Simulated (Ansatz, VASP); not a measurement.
**One calculation of CdTe, two programs**

POSCAR

```
CdTe
1.0
    0.0000000000      3.4439528717      3.4439528717
    3.4439528717      0.0000000000      3.4439528717
    3.4439528717      3.4439528717      0.0000000000
Cd Te
1 1
Direct
    0.0000000000      0.0000000000      0.0000000000
    0.2500000000      0.2500000000      0.2500000000
```

The input INCAR.step1:

```
SYSTEM = CdTe
ALGO     = Normal         ! electronic algorithm
EDIFF    = 1E-4           ! SCF threshold, eV
ENCUT    = 520            ! plane-wave cutoff, eV
GGA      = PE             ! functional
ISMEAR   = 0              ! smearing method
LASPH    = .TRUE.         ! aspherical terms in the spheres
LCHARG   = .FALSE.        ! write CHGCAR
LREAL    = .FALSE.        ! projectors in reciprocal space
LWAVE    = .TRUE.         ! write WAVECAR
NBANDS   = 16             ! bands
NELM     = 80             ! most SCF steps
PREC     = Accurate       ! precision mode
SIGMA    = 0.01           ! smearing width, eV
```

The input INCAR.step2:

```
SYSTEM = CdTe
ALGO     = Normal         ! electronic algorithm
EDIFF    = 1E-6           ! SCF threshold, eV
ENCUT    = 520            ! plane-wave cutoff, eV
ISIF     = 2              ! what is computed and relaxed
ISMEAR   = 0              ! smearing method
ISTART   = 1            
LASPH    = .TRUE.         ! aspherical terms in the spheres
LCHARG   = .TRUE.         ! write CHGCAR
LELF     = .TRUE.         ! ELF
LMIXTAU  = .TRUE.       
LREAL    = .FALSE.        ! projectors in reciprocal space
LVHAR    = .TRUE.       
LWAVE    = .FALSE.        ! write WAVECAR
METAGGA  = R2SCAN         ! meta-GGA
NBANDS   = 16             ! bands
NELM     = 80             ! most SCF steps
PREC     = Accurate       ! precision mode
SIGMA    = 0.01           ! smearing width, eV
```

KPOINTS

```
k-points
0
G
  6 6 6
  0 0 0
```

Input for Ansatz:

```yaml
crystal:
  lattice:
    - [0.0, 3.4439528717, 3.4439528717]
    - [3.4439528717, 0.0, 3.4439528717]
    - [3.4439528717, 3.4439528717, 0.0]
  atoms:
    - { symbol: Cd, position: [0.0, 0.0, 0.0] }
    - { symbol: Te, position: [0.25, 0.25, 0.25] }
kpoints:
  mp_grid: { grid: [6, 6, 6] }
  band_path:
    path:
      - [0.0, 0.0, 0.0]
      - [-0.5, -0.5, 0.0]
      - [-0.375, -0.375, 0.25]
      - [-0.375, 0.0, 0.375]
      - [0.0, 0.0, 0.5]
      - [-0.5, -0.25, 0.25]
    npoints: 1
hamiltonian:
  xc: r2scan
scf:
  occupations: { method: fixed }
  n_extra_bands: 4
output:
  forces: true
  stress: true
  eigenvalues: true
```

Change from the starting cell: hydrostatic strain +5.0%.

Alike in both runs: task single point; functional r2SCAN; k mesh 6 × 6 × 6; no spin polarisation.

|  | VASP | Ansatz |
| --- | --- | --- |
| version | VASP 6.6.1 | Ansatz 0.2.0 |
| potentials or method | VASP PAW PBE potentials, release 64 (Cd, Te) | plane waves, PAW |
| plane-wave cutoff (eV) | 520 | 500 |
| occupations | gaussian, width 0.01 eV | fixed |
| valence electrons in the cell | 18 | 36 |

|  | VASP | Ansatz | Ansatz less VASP |
| --- | --- | --- | --- |
| gap on the k mesh at the Fermi level (eV) | 0.70 | 0.71 | +0.011 |
| pressure (GPa) | -4.1 | -4.2 | -0.06 |

VASP's potentials were made for PBE, not for r2SCAN. VASP's potentials hold 18 valence electrons a cell and Ansatz's 36, so a difference there can come from the potentials and not from the codes.

Neither program's run includes spin-orbit coupling.
